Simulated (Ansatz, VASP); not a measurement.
# Two plane-wave programs on NaLi3

```
Na Li
1.0
     5.68608    0.00000    0.00000
     1.91331    5.35451    0.00000
     0.00000    0.00000   20.18770
Na Li
3 9
Cartesian
  0.0000 0.0000 6.0000
  3.7997 2.6773 9.2751
  0.0000 0.0000 12.5502
  4.7563 5.3545 7.6375
  0.9567 2.6773 7.6375
  3.7997 2.6773 6.0000
  6.6427 2.6773 10.9126
  4.7563 5.3545 10.9126
  1.9133 5.3545 9.2751
  4.7563 5.3545 14.1877
  0.9567 2.6773 14.1877
  3.7997 2.6773 12.5502
```

Alike in both runs: task single point; functional LDA; k mesh 3 × 3 × 1; occupations fermi-dirac, width 0.1 eV; no spin polarisation.

```csv
,VASP,Ansatz
version,VASP 6.6.1,Ansatz 0.2.0
potentials or method,"VASP PAW LDA potentials, release 64 (Na_pv, Li_sv), cutoff 520 eV","plane waves, PAW"
valence electrons in the cell,48,54
```

Ansatz gave:

```
gap on the k mesh at the Fermi level (eV) : none
rms of the force components (eV/Å)        : 0.055
```

Problem. Estimate VASP's values.

Solution. gap on the k mesh at the Fermi level (eV): none; rms of the force components (eV/Å): 0.054.

LDA's correlation is that of Perdew and Zunger in VASP and of Perdew and Wang (1992) in Ansatz. A gap of «none» marks a metal or a gap that the smearing closes. VASP's potentials hold 48 valence electrons a cell and Ansatz's 54, so a difference there can come from the potentials and not from the codes. Ansatz's warnings: vacuum density over bound, xc potential rough in thin density.

The k mesh is coarse, so the values compare programs but aren't converged. Noted on VASP's run: the cutoff is under 1.25 times that of the potentials, so the pressure is a little rough.
